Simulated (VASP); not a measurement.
# Tl (Fm-3m) in VASP: further runs

Runs on Tl. Level: r2SCAN. Tasks: single point.

Everything below comes from runs of VASP 6.6.1. Logs are shortened: lines on timing, memory, paths and dates and some standing lists are left out, and cuts for length are marked.

### Step 1. The cell of the first run

It takes space group Fm-3m (No. 225, cubic). The conventional cell has a = 4.860 Å, b = 4.860 Å, c = 4.860 Å, α = 90.00°, β = 90.00°, γ = 90.00°. Tl (site symmetry m-3m) has 12 Tl at 3.44 Å within 4.5 Å.

### Step 2. Single point, r2SCAN (volume scaled by 0.96)

Input file POSCAR:

```
Tl
1.0
    0.0000000000      2.4300579771      2.4300579771
    2.4300579771      0.0000000000      2.4300579771
    2.4300579771      2.4300579771      0.0000000000
Tl
1
Direct
    0.0000000000      0.0000000000      0.0000000000
```

Input file INCAR.step1:

```
SYSTEM = Tl
  ALGO = Normal
  EDIFF = 1E-4
  ENCUT = 520
  GGA = PE
  ISMEAR = -1
  LASPH = .True.
  LCHARG = .False.
  LREAL = .False.
  LWAVE = .True.
  NBANDS = 12
  NELM = 60
  PREC = Accurate
  SIGMA = 0.1
```

Input file INCAR.step2:

```
SYSTEM = Tl
  ALGO = Normal
  EDIFF = 1E-7
  ENCUT = 520
  ISIF = 2
  ISMEAR = -1
  ISTART = 1
  LASPH = .True.
  LCHARG = .False.
  LMIXTAU = .True.
  LREAL = .False.
  LWAVE = .False.
  METAGGA = R2SCAN
  NBANDS = 12
  NELM = 60
  PREC = Accurate
  SIGMA = 0.1
```

Input file KPOINTS:

```
k-points
0
Gamma
  12 12 12
  0 0 0
```

Potentials or basis: VASP PAW PBE potentials, release 64 (Tl_d).

Started as:

```sh
> cat potpaw_PBE.64/Tl_d/POTCAR > POTCAR
> cp INCAR.step1 INCAR
> mpirun -np 1 vasp_std > vasp.out
> cp INCAR.step2 INCAR
> mpirun -np 1 vasp_std > vasp.out
```

OUTCAR:

```text
SYSTEM = Tl
   EDIFF = 1E-7
   ENCUT = 520
   ISIF = 2
   ISMEAR = -1
   ISTART = 1
   LASPH = .True.
   LREAL = .False.
   METAGGA = R2SCAN
   NELM = 60
   PREC = Accurate

 ion  position               nearest neighbor table
   1  0.000  0.000  0.000-

  LATTYP: Found a face centered cubic cell.
 ALAT       =     4.8601159542

  Lattice vectors:

 A1 = (   0.0000000000,   2.4300579771,   2.4300579771)
 A2 = (   2.4300579771,   0.0000000000,   2.4300579771)
 A3 = (   2.4300579771,   2.4300579771,   0.0000000000)

Analysis of symmetry for initial positions (statically):
=====================================================================
 Subroutine PRICEL returns:
 Original cell was already a primitive cell.

 Routine SETGRP: Setting up the symmetry group for a
 face centered cubic supercell.

 Subroutine GETGRP returns: Found 48 space group operations
 (whereof 48 operations were pure point group operations)
 out of a pool of 48 trial point group operations.

The static configuration has the point symmetry O_h .

Analysis of symmetry for dynamics (positions and initial velocities):
=====================================================================
 Subroutine PRICEL returns:
 Original cell was already a primitive cell.

 Routine SETGRP: Setting up the symmetry group for a
 face centered cubic supercell.

 Subroutine GETGRP returns: Found 48 space group operations
 (whereof 48 operations were pure point group operations)
 out of a pool of 48 trial point group operations.

The dynamic configuration has the point symmetry O_h .

 Subroutine INISYM returns: Found 48 space group operations
 (whereof 48 operations are pure point group operations),
 and found     1 'primitive' translations

----------------------------------------------------------------------------------------

                                     Primitive cell

  volume of cell :      28.6999

  direct lattice vectors                    reciprocal lattice vectors
     0.000000000  2.430057977  2.430057977    -0.205756408  0.205756408  0.205756408
     2.430057977  0.000000000  2.430057977     0.205756408 -0.205756408  0.205756408
     2.430057977  2.430057977  0.000000000     0.205756408  0.205756408 -0.205756408

  length of vectors
     3.436620949  3.436620949  3.436620949     0.356380552  0.356380552  0.356380552

  position of ions in fractional coordinates (direct lattice)
     0.000000000  0.000000000  0.000000000

  ion indices of the primitive-cell ions
   primitive index   ion index
                 1           1
[... 74 lines left out ...]
   EDIFFG = 0.1E-05   stopping-criterion for IOM
   NSW    =      0    number of steps for IOM
   IBRION =     -1    ionic relax: 0-MD 1-quasi-New 2-CG
   NFREE  =      0    steps in history (QN), initial steepest desc. (CG)
   ISIF   =      2    stress and relaxation
   ISYM   =      2    0-nonsym 1-usesym 2-fastsym
   POTIM  = 0.5000    time-step for ionic-motion
   TEBEG  =    0.0;   TEEND  =   0.0 temperature during run
   PSTRESS=    0.0 pullay stress
   NELECT =      13.0000    total number of electrons
   NUPDOWN=      -1.0000    fix difference up-down
   EMIN   =  10.00;   EMAX   =-10.00  energy-range for DOS
   EFERMI =   0.00;   METHOD = LEGACY
   ISMEAR =    -1;   SIGMA  =   0.10  broadening in eV -4-tet -1-fermi 0-gaus
   EFERMI_NEDOS =   21; number of points for ismear=-14 and -15
   IALGO  =     38    algorithm
   IMIX   =      4    mixing-type and parameters
     AMIX     =   0.40;   BMIX     =  1.00
     AMIX_MAG =   1.60;   BMIX_MAG =  1.00
  volume/ion in A,a.u.               =      28.70       193.68
  Fermi-wavevector in a.u.,A,eV,Ry     =   1.257272  2.375900 21.507184  1.580733
  Thomas-Fermi vector in A             =   2.390939
   LORBIT       =      0    0 simple, 1 ext, 2 COOP (PROOUT), +10 PAW based schemes
   METAGGA = R2SCAN    functional components
   LHFCALC =     F    Hartree Fock is set to
   AEXX    =    0.0000 exact exchange contribution
   IVDW    =     0    specifies the selected vdW correction
   LEPSILON=     F    determine dielectric tensor
   LRPA    =     F    only Hartree local field effects (RPA)
 non-spin polarized calculation
  energy-cutoff  :      520.00
  volume of cell :       28.70
 maximum number of plane-waves:       789
 NGX is ok and might be reduce to    28
   NGX = 13   NGY = 13   NGZ = 13

 number of electron      12.9999999 magnetization

 Free energy of the ion-electron system (eV)
  ---------------------------------------------------
  ext. energy  EPLUGINS =         0.00000000
  ---------------------------------------------------
  free energy    TOTEN  =       -53.16136619 eV

  energy without entropy =      -53.14240796  energy(sigma->0) =      -53.15188707

 E-fermi :   6.4614     XC(G=0): -10.8061

 val. band max:        6.4581561532   @ k =   0.5000   0.4167   0.0833
 cond. band min:       6.5190489748   @ k =  -0.4167   0.4167   0.1667
 fundamental gap:      0.0608928217
 Fermi energy:         6.4613760183

 k-point     1 :       0.0000    0.0000    0.0000
  band No.  band energies     occupation
      1      -5.6700      2.00000
      2      -5.6700      2.00000
      3      -5.6700      2.00000
      4      -5.3874      2.00000
      5      -5.3874      2.00000
      6      -3.9277      2.00000
      7      17.0991      0.00000
      8      17.0991      0.00000
      9      17.0991      0.00000
     10      18.1112      0.00000
     11      21.6820      0.00000
     12      22.2232      0.00000
[... 331 lines left out ...]
 k-point    24 :      -0.4167    0.1667    0.0000
  band No.  band energies     occupation
      1      -5.7871      2.00000
      2      -5.6584      2.00000
      3      -5.5423      2.00000
      4      -5.2636      2.00000
      5      -5.1672      2.00000
      6       1.1465      2.00000
      7       4.4113      2.00000
      8      11.2310      0.00000
      9      13.9691      0.00000
     10      16.6413      0.00000
     11      21.6211      0.00000
     12      22.2209      0.00000

 [... further k-points ...]
[... 5 lines left out ...]
  --------------------------------------------------------------------------------------
  -------------------------------------------------------------------------------------
  Total        0.2605586      0.2605586      0.2605586     -0.0000000     -0.0000000     -0.0000000
  in kB       14.5457491     14.5457491     14.5457491     -0.0000000     -0.0000000     -0.0000000
  external PRESSURE =      14.5457491 kB  Pullay stress =       0.0000000 kB

 VOLUME and BASIS-vectors are now :
 -----------------------------------------------------------------------------
  energy-cutoff  :      520.00
  volume of cell :       28.70
      direct lattice vectors                 reciprocal lattice vectors
     0.000000000  2.430057977  2.430057977    -0.205756408  0.205756408  0.205756408
     2.430057977  0.000000000  2.430057977     0.205756408 -0.205756408  0.205756408
     2.430057977  2.430057977  0.000000000     0.205756408  0.205756408 -0.205756408

 POSITION                                       TOTAL-FORCE (eV/Angst)
 -----------------------------------------------------------------------------------
      0.00000      0.00000      0.00000        -0.000000     -0.000000      0.000000
 -----------------------------------------------------------------------------------
    total drift:                               -0.000000     -0.000000     -0.000000

  FREE ENERGIE OF THE ION-ELECTRON SYSTEM (eV)
  ---------------------------------------------------
  free  energy   TOTEN  =       -53.1613661908 eV

  energy  without entropy=      -53.1424079572  energy(sigma->0) =      -53.15188707
```

Run time: 99 s. Hardware: 1 thread of AMD EPYC 9R45 (Zen 5), shared host; peak memory 0.14 GiB.

Results:

```yaml
Free_energy: -53.1614 eV
Pressure: 1.5 GPa
```

Levels at points of the mesh, in eV from the Fermi level:
| k point | band 3 | band 4 | band 5 | band 6 | band 7 | band 8 | band 9 | band 10 |
| --- | --- | --- | --- | --- | --- | --- | --- | --- |
| (0.00, 0.00, 0.00) | -12.13 | -11.85 | -11.85 | -10.39 | 10.64 | 10.64 | 10.64 | 11.65 |
| (0.50, 0.00, 0.00) | -12.12 | -11.59 | -11.59 | -5.55 | -2.91 | 8.49 | 8.49 | 11.07 |
| (0.50, 0.50, 0.00) | -11.61 | -11.53 | -11.53 | -3.78 | -1.82 | 4.23 | 4.23 | 8.04 |

Caveat: the cell differs from its parent crystal (volume scaled by 0.96); the PAW data sets were made with another functional, which shifts forces and pressure a little; spin-orbit coupling is left out, which moves the levels of the heavy elements.

### Step 3. Single point, r2SCAN

This run uses another cell than the first one, of 29.90 Å³/atom, 1.042 times its volume.

Input file POSCAR:

```
Tl
1.0
    0.0000000000      2.4633505796      2.4633505796
    2.4633505796      0.0000000000      2.4633505796
    2.4633505796      2.4633505796      0.0000000000
Tl
1
Direct
    0.0000000000      0.0000000000      0.0000000000
```

Input file INCAR.step1:

```
ALGO     = Normal         # electronic algorithm
EDIFF    = 1E-4           # SCF threshold, eV
ENCUT    = 520            # plane-wave cutoff, eV
GGA      = PE             # functional
ISMEAR   = -1             # smearing method
LASPH    = True           # aspherical terms in the spheres
LCHARG   = False          # write CHGCAR
LREAL    = False          # projectors in reciprocal space
LWAVE    = True           # write WAVECAR
NBANDS   = 12             # bands
NELM     = 100            # most SCF steps
PREC     = Accurate       # precision mode
SIGMA    = 0.1            # smearing width, eV
```

Input file INCAR.step2:

```
ALGO     = Normal         # electronic algorithm
EDIFF    = 1E-6           # SCF threshold, eV
ENCUT    = 520            # plane-wave cutoff, eV
ISIF     = 2              # what is computed and relaxed
ISMEAR   = -1             # smearing method
ISTART   = 1            
LASPH    = True           # aspherical terms in the spheres
LCHARG   = False          # write CHGCAR
LMIXTAU  = True         
LREAL    = False          # projectors in reciprocal space
LWAVE    = False          # write WAVECAR
METAGGA  = R2SCAN         # meta-GGA
NBANDS   = 12             # bands
NELM     = 100            # most SCF steps
PREC     = Accurate       # precision mode
SIGMA    = 0.1            # smearing width, eV
```

Input file KPOINTS:

```
k-points
0
Gamma
  12 12 12
```

Potentials or basis: VASP PAW PBE potentials, release 64 (Tl_d).

Started as:

```sh
> cat potpaw_PBE.64/Tl_d/POTCAR > POTCAR
> cp INCAR.step1 INCAR
> mpirun -np 1 vasp_std > vasp.out
> cp INCAR.step2 INCAR
> mpirun -np 1 vasp_std > vasp.out
```

Wall time 90 s (1 thread of AMD EPYC 9R45 (Zen 5), shared host); peak memory 0.14 GiB.

It converged, with:

```yaml
Free_energy: -53.1672 eV
Pressure: 0.0 GPa
```

Levels at points of the mesh, in eV from the Fermi level:
```tsv
k point	band 2	band 3	band 4	band 5	band 6	band 7	band 8	band 9	band 10	band 11
(0.00, 0.00, 0.00)	-12.08	-12.08	-11.82	-11.82	-10.11	10.26	10.26	10.26	11.58	14.69
(0.50, 0.00, 0.00)	-12.07	-12.07	-11.59	-11.59	-5.57	-2.73	8.21	8.21	11.00	12.71
(0.50, 0.50, 0.00)	-12.29	-11.61	-11.53	-11.53	-3.89	-1.69	4.14	4.14	7.82	9.18
```

Caveat: the PAW data sets were made with another functional, which shifts forces and pressure a little; spin-orbit coupling is left out, which moves the levels of the heavy elements.

### Step 4. Single point, r2SCAN (volume scaled by 1.04)

Input file POSCAR:

```
Tl
1.0
    0.0000000000      2.4957668046      2.4957668046
    2.4957668046      0.0000000000      2.4957668046
    2.4957668046      2.4957668046      0.0000000000
Tl
1
Direct
    0.0000000000      0.0000000000      0.0000000000
```

Input file INCAR.step1:

```
SYSTEM = Tl
PREC = Accurate
ENCUT = 520
ISMEAR = -1
SIGMA = 0.1
LREAL = .FALSE.
LASPH = .TRUE.
NELM = 100
NBANDS = 12
GGA = PE
ALGO = Normal
EDIFF = 1E-4
LWAVE = .TRUE.
LCHARG = .FALSE.
```

Input file INCAR.step2:

```
SYSTEM = Tl
PREC = Accurate
ENCUT = 520
EDIFF = 1E-6
ISMEAR = -1
SIGMA = 0.1
LREAL = .FALSE.
LASPH = .TRUE.
NELM = 100
ALGO = Normal
ISIF = 2
LWAVE = .FALSE.
LCHARG = .TRUE.
METAGGA = R2SCAN
LMIXTAU = .TRUE.
LELF = .TRUE.
LVHAR = .TRUE.
NBANDS = 12
ISTART = 1
```

Input file KPOINTS:

```
Automatic mesh
0
G
  12 12 12
  0 0 0
```

Started as:

```sh
> cat potpaw_PBE.64/Tl_d/POTCAR > POTCAR
> cp INCAR.step1 INCAR
> mpirun -np 1 vasp_std > vasp.out
> cp INCAR.step2 INCAR
> mpirun -np 1 vasp_std > vasp.out
```

It took 82 s on 1 thread of AMD EPYC 9R45 (Zen 5), shared host; peak memory 0.15 GiB.

The run converged. Its results:

* Free energy: -53.1633 eV
* Pressure: -1.1 GPa

Levels at points of the mesh, in eV from the Fermi level:
```
           k point  band 4  band 5  band 6  band 7  band 8  band 9
(0.00, 0.00, 0.00)  -11.81  -11.81   -9.86    9.91    9.91    9.91
(0.50, 0.00, 0.00)  -11.60  -11.60   -5.58   -2.58    7.94    7.94
(0.50, 0.50, 0.00)  -11.55  -11.55   -3.99   -1.58    4.05    4.05
```

Caveat: the cell differs from its parent crystal (volume scaled by 1.04); the PAW data sets were made with another functional, which shifts forces and pressure a little; spin-orbit coupling is left out, which moves the levels of the heavy elements.

### Step 5. Single point, r2SCAN (volume scaled by 1.08)

Input file POSCAR:

```
Tl
1.0
    0.0000000000      2.5273621436      2.5273621436
    2.5273621436      0.0000000000      2.5273621436
    2.5273621436      2.5273621436      0.0000000000
Tl
1
Direct
    0.0000000000      0.0000000000      0.0000000000
```

Input file INCAR.step1:

```
SYSTEM = Tl
PREC     = Accurate       ! precision mode
ENCUT    = 520            ! plane-wave cutoff, eV
ISMEAR   = -1             ! smearing method
SIGMA    = 0.1            ! smearing width, eV
LREAL    = .FALSE.        ! projectors in reciprocal space
LASPH    = .TRUE.         ! aspherical terms in the spheres
NELM     = 80             ! most SCF steps
NBANDS   = 12             ! bands
GGA      = PE             ! functional
ALGO     = Normal         ! electronic algorithm
EDIFF    = 1E-4           ! SCF threshold, eV
LWAVE    = .TRUE.         ! write WAVECAR
LCHARG   = .FALSE.        ! write CHGCAR
```

Input file INCAR.step2:

```
SYSTEM = Tl
PREC     = Accurate       ! precision mode
ENCUT    = 520            ! plane-wave cutoff, eV
EDIFF    = 1E-6           ! SCF threshold, eV
ISMEAR   = -1             ! smearing method
SIGMA    = 0.1            ! smearing width, eV
LREAL    = .FALSE.        ! projectors in reciprocal space
LASPH    = .TRUE.         ! aspherical terms in the spheres
NELM     = 80             ! most SCF steps
ALGO     = Normal         ! electronic algorithm
ISIF     = 2              ! what is computed and relaxed
LWAVE    = .FALSE.        ! write WAVECAR
LCHARG   = .TRUE.         ! write CHGCAR
METAGGA  = R2SCAN         ! meta-GGA
LMIXTAU  = .TRUE.       
LELF     = .TRUE.         ! ELF
LVHAR    = .TRUE.       
NBANDS   = 12             ! bands
ISTART   = 1
```

KPOINTS is that of step 4.

Started as:

```sh
> cat potpaw_PBE.64/Tl_d/POTCAR > POTCAR
> cp INCAR.step1 INCAR
> mpirun -np 1 vasp_std > vasp.out
> cp INCAR.step2 INCAR
> mpirun -np 1 vasp_std > vasp.out
```

Run time: 76 s. Hardware: 1 thread of AMD EPYC 9R45 (Zen 5), shared host; peak memory 0.15 GiB.

It converged, with:

| Quantity | Value |
| --- | --- |
| Free energy | -53.1519 eV |
| Pressure | -2.0 GPa |

Levels at points of the mesh, in eV from the Fermi level:
```
           k point  band 3  band 4  band 5  band 6  band 7  band 8  band 9  band 10
(0.00, 0.00, 0.00)  -12.01  -11.80  -11.80   -9.63    9.56    9.56    9.56    11.42
(0.50, 0.00, 0.00)  -12.00  -11.61  -11.61   -5.60   -2.44    7.67    7.67    10.82
(0.50, 0.50, 0.00)  -11.63  -11.56  -11.56   -4.10   -1.48    3.96    3.96     7.41
```

Caveat: the cell differs from its parent crystal (volume scaled by 1.08); the PAW data sets were made with another functional, which shifts forces and pressure a little; spin-orbit coupling is left out, which moves the levels of the heavy elements.

### Step 6. Summary

```tsv
cell	gap on the mesh (eV)	pressure (GPa)
a = 3.437 Å, angles 60.0°, 1 atom	none	1.5
a = 3.484 Å, angles 60.0°, 1 atom	none	0.0
a = 3.530 Å, angles 60.0°, 1 atom	none	-1.1
a = 3.574 Å, angles 60.0°, 1 atom	none	-2.0
```

Alike in all rows: task single point; level r2SCAN; potentials or basis VASP PAW PBE potentials, release 64 (Tl_d); no spin polarisation; k mesh 12 × 12 × 12; cutoff (eV) 520; smearing fermi-dirac 0.1 eV.

Caveats: the PAW data sets were made with another functional, which shifts forces and pressure a little; spin-orbit coupling is left out, which moves the levels of the heavy elements.

Absolute energies hang on the potentials; compare differences alone.
